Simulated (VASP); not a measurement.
**Mg: single point with PBE+D3(BJ)**

The system is Mg.

```
CELL_PARAMETERS angstrom
3.18776 0.00000 0.00000
-1.59388 2.76068 0.00000
0.00000 0.00000 5.17533
ATOMIC_POSITIONS crystal
Mg 0.66667 0.33333 0.75000
Mg 0.33333 0.66667 0.25000
```

| Quantity | Value |
| --- | --- |
| Program | VASP 6.6.1 |
| Task | single point |
| Functional | PBE |
| Dispersion | D3(BJ) |
| Potentials or basis | VASP PAW PBE potentials, release 64 (Mg) |
| Cutoff | 520 eV |
| k mesh | 10 × 10 × 5 |
| Occupations | fermi-dirac, width 0.05 eV |
| Spin | no spin polarisation |

The pressure is -1.8 GPa and the band gap on the k mesh is zero (band 2 reaches 3.33 eV, above the bottom of band 3 at 1.43 eV). The dispersion energy per atom is -0.286 eV.

Stress tensor (GPa, compression positive):
```
-2.16  0.00  0.00
 0.00 -2.16  0.00
 0.00  0.00 -1.03
```

Levels at points of the mesh, in eV from the Fermi level:
| k point | band 1 | band 2 | band 3 | band 4 | band 5 | band 6 |
| --- | --- | --- | --- | --- | --- | --- |
| (0.00, 0.00, 0.00) | -6.99 | -1.72 | -1.27 | 10.96 | 10.96 | 11.09 |
| (0.50, 0.00, 0.00) | -2.18 | -2.17 | 2.65 | 3.00 | 3.28 | 3.69 |

Run time: 15 s on 1 thread of Intel Xeon 8259CL, on a shared host, peak memory 0.17 GiB.

Caveat: pairwise dispersion overbinds metals, which lowers pressure and volume.
